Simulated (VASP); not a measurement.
Here is a VASP 6.6.1 calculation.

Contents of INCAR:

```
  PREC = Accurate
  ENCUT = 600
  EDIFF = 1E-6
  ISMEAR = 0
  SIGMA = 0.1
  LREAL = False
  LASPH = True
  NELM = 150
  ALGO = Normal
  ISIF = 3
  LWAVE = False
  LCHARG = False
  ISPIN = 2
  MAGMOM = 0 0 3 3
  LORBIT = 11
  LMAXMIX = 4
  GGA = PE
  IBRION = 2
  NSW = 90
  EDIFFG = -0.04
```

File KPOINTS:

```
regular mesh
0
Gamma
  6 6 4
```

POSCAR

```
AlCo
1.0
    3.6751274200      0.0000000000      0.0000000000
   -1.8375637100      3.1827537100      0.0000000000
    0.0000000000      0.0000000000      4.3430052800
Al Co
2 2
Direct
    0.3333333300      0.6666666700      0.2500000000
    0.6666666700      0.3333333300      0.7500000000
    0.0000000000      0.0000000000      0.5000000000
    0.0000000000      0.0000000000      0.0000000000
```

Potentials or basis: VASP PAW PBE potentials, release 64 (Al, Co).

The run is started by

```sh
$ cat potpaw_PBE.64/Al/POTCAR potpaw_PBE.64/Co/POTCAR > POTCAR
$ mpirun -np 1 vasp_std > vasp.out
```

(1) What does it give for the relaxed volume?

(2) Predict the space group after relaxing (to 0.05 Å).

(3) What does it give for the net moment?

(4) What does it give for the site moments?

Results:

(1) 14.36 Å³/atom.

(2) P6_3/mmc (No. 194).

(3) -1.53 μB per cell.

(4) Al +0.02; Co -0.83 μB.

Caveat: the k points lie up to 0.33 Å⁻¹ apart in the final cell.
